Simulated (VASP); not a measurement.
Input of a VASP 6.6.1 run:

POSCAR

```
TiO2
1.0
   -2.9475028501      2.9475028501      4.1701896691
    2.9475028501     -2.9475028501      4.1701896691
    2.9475028501      2.9475028501     -4.1701896691
Ti O
2 4
Direct
    0.0000000000      0.0000000000      0.0000000000
    0.7500000000      0.2500000000      0.5000000000
    0.3750000000      0.1243322215      0.2493322215
    0.8743322215      0.6250000000      0.7493322215
    0.8756677785      0.1250000000      0.2506677785
    0.8750000000      0.1256677785      0.7506677785
```

File INCAR.step1:

```
PREC     = Accurate       # precision mode
ENCUT    = 520            # plane-wave cutoff, eV
ISMEAR   = -1             # smearing method
SIGMA    = 0.03           # smearing width, eV
LREAL    = F              # projectors in reciprocal space
LASPH    = T              # aspherical terms in the spheres
NELM     = 100            # most SCF steps
NBANDS   = 33             # bands
GGA      = PE             # functional
ALGO     = Normal         # electronic algorithm
EDIFF    = 1E-4           # SCF threshold, eV
LWAVE    = T              # write WAVECAR
LCHARG   = F              # write CHGCAR
```

Contents of INCAR.step2:

```
PREC     = Accurate       # precision mode
ENCUT    = 520            # plane-wave cutoff, eV
EDIFF    = 1E-6           # SCF threshold, eV
ISMEAR   = -1             # smearing method
SIGMA    = 0.03           # smearing width, eV
LREAL    = F              # projectors in reciprocal space
LASPH    = T              # aspherical terms in the spheres
NELM     = 100            # most SCF steps
ALGO     = Normal         # electronic algorithm
ISIF     = 2              # what is computed and relaxed
LWAVE    = F              # write WAVECAR
LCHARG   = T              # write CHGCAR
METAGGA  = R2SCAN         # meta-GGA
LMIXTAU  = T            
LUSE_VDW = T            
IVDW_NL  = 2            
BPARAM   = 11.95        
CPARAM   = 0.0093       
LELF     = T              # ELF
LVHAR    = T            
NBANDS   = 33             # bands
ISTART   = 1
```

File KPOINTS:

```
regular mesh
0
Gamma
  6 6 6
```

Potentials or basis: VASP PAW PBE potentials, release 64 (Ti_sv, O).

Run with:

```sh
$ cat potpaw_PBE.64/Ti_sv/POTCAR potpaw_PBE.64/O/POTCAR > POTCAR
$ cp INCAR.step1 INCAR
$ mpirun -np 1 vasp_std > vasp.out
$ cp INCAR.step2 INCAR
$ mpirun -np 1 vasp_std > vasp.out
```

Problem. Estimate the pressure.

Solution. 0.5 GPa.

Problem. Estimate the band gap on the k mesh.

Solution. 3.80 eV, indirect (the least direct gap lies 2.7 meV higher).

Caveat: the PAW data sets were made with another functional, which shifts forces and pressure a little. r2SCAN opens gaps a little over a GGA but as a rule still falls short of measured ones.
